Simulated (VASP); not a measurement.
Write the native input for VASP 6.6.1 that does the following.

| Item | Value |
| --- | --- |
| Task | single point |
| Functional | PBEsol |
| Potentials or basis | VASP PAW PBE potentials, release 64 (Li_sv, H) |
| Cutoff | 520 eV |
| k mesh | 10 × 10 × 10 |
| Occupations | gaussian, width 0.05 eV |
| Spin | no spin polarisation |
| Dipole correction | no |
| Further INCAR settings | ALGO = Normal; EDIFF = 1e-07; NBANDS = 9 |

The structure of LiH lies in POSCAR:

```
LiH
1.0
    0.0000000000      2.1951000000      2.0325000000
    2.1951000000      0.0000000000      2.0325000000
    2.1951000000      2.1951000000      0.0000000000
Li H
1 1
Direct
    0.0000000000      0.0000000000      0.0000000000
    0.5000000000      0.5000000000      0.5000000000
```

This cell differs from its parent crystal: strain +0.080 along x and y, +0.000 along z.

The input as run:

INCAR

```
SYSTEM = LiH
PREC     = Accurate       ! precision mode
ENCUT    = 520            ! plane-wave cutoff, eV
EDIFF    = 1E-7           ! SCF threshold, eV
ISMEAR   = 0              ! smearing method
SIGMA    = 0.05           ! smearing width, eV
LREAL    = .False.        ! projectors in reciprocal space
LASPH    = .True.         ! aspherical terms in the spheres
NELM     = 80             ! most SCF steps
ALGO     = Normal         ! electronic algorithm
ISIF     = 2              ! what is computed and relaxed
LWAVE    = .False.        ! write WAVECAR
LCHARG   = .False.        ! write CHGCAR
GGA      = PS             ! functional
NBANDS   = 9              ! bands
```

KPOINTS

```
Automatic mesh
0
Gamma
  10 10 10
  0 0 0
```

Potentials or basis: VASP PAW PBE potentials, release 64 (Li_sv, H).

The run is started by

```sh
$ cat potpaw_PBE.64/Li_sv/POTCAR potpaw_PBE.64/H/POTCAR > POTCAR
$ mpirun -np 1 vasp_std > vasp.out
```

It gave:

| Quantity | Value |
| --- | --- |
| Band gap on the k mesh | 2.25 eV, indirect (least direct gap 2.77 eV) |

Caveat: the cell differs from its parent crystal (strain +0.080 along x and y, +0.000 along z).

Run time: 12 s on 1 thread of Intel(R) Xeon(R) Platinum 8488C (Sapphire Rapids), on a shared host, peak memory 0.14 GiB.
